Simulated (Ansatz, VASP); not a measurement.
# Two plane-wave programs on CsH

Contents of INCAR:

```
PREC = Accurate
ENCUT = 520
EDIFF = 1E-6
ISMEAR = 0
SIGMA = 0.02
LREAL = False
LASPH = True
NELM = 80
ALGO = Normal
ISIF = 2
LWAVE = False
LCHARG = False
NBANDS = 18
```

The input KPOINTS:

```
regular mesh
0
Gamma
  6 6 6
```

Contents of POSCAR:

```
CsH
1.0
    3.0511182310      3.0511182310      0.0000000000
   -3.0511182310      3.0511182310      0.0000000000
    0.0000000000      0.0000000000      6.1022364620
Cs H
2 2
Direct
    0.0000000000      0.0000000000      0.0000000000
    0.5000000000      0.5000000000      0.5000000000
    0.5000000000      0.5000000000      0.0000000000
    0.0000000000      0.0000000000      0.5000000000
```

Input for Ansatz:

```yaml
crystal:
  lattice:
    - [3.0511182201, 3.0511182201, 0.0]
    - [-3.0511182201, 3.0511182201, 0.0]
    - [0.0, 0.0, 6.1022364402]
  atoms:
    - { symbol: Cs, position: [0.0, 0.0, 0.0] }
    - { symbol: Cs, position: [0.5, 0.5, 0.5] }
    - { symbol: H, position: [0.5, 0.5, 0.0] }
    - { symbol: H, position: [0.0, 0.0, 0.5] }
basis:
  ecutwfc: 420
kpoints:
  mp_grid: { grid: [6, 6, 6] }
  band_path: { path: [VBM, CBM], npoints: 2 }
hamiltonian:
  xc: lda
scf:
  occupations: { method: gaussian, width: 0.02 }
output:
  forces: true
  stress: true
  eigenvalues: true
checkpoint:
  read: start.run
  write: ck
  compress: false
  write_wavefunctions: false
  write_every: 100000
```

Alike in both runs: task single point; functional LDA; k mesh 6 × 6 × 6; occupations gaussian, width 0.02 eV; no spin polarisation.

|  | VASP | Ansatz |
| --- | --- | --- |
| version | VASP 6.6.1 | Ansatz 0.2.0 |
| potentials or method | VASP PAW LDA potentials, release 64 (Cs_sv, H), cutoff 520 eV | scalar-relativistic, plane waves, PAW |
| valence electrons in the cell | 20 | 20 |

|  | VASP | Ansatz | Ansatz less VASP |
| --- | --- | --- | --- |
| gap on the k mesh at the Fermi level (eV) | 1.73 | 1.75 | +0.027 |
| least direct gap on the mesh (eV) | 1.73 | 1.75 | +0.027 |
| pressure (GPa) | 0.0 | 0.0 | -0.05 |

LDA's correlation is that of Perdew and Zunger in VASP and of Perdew and Wang (1992) in Ansatz.

Spin-orbit coupling is off throughout.
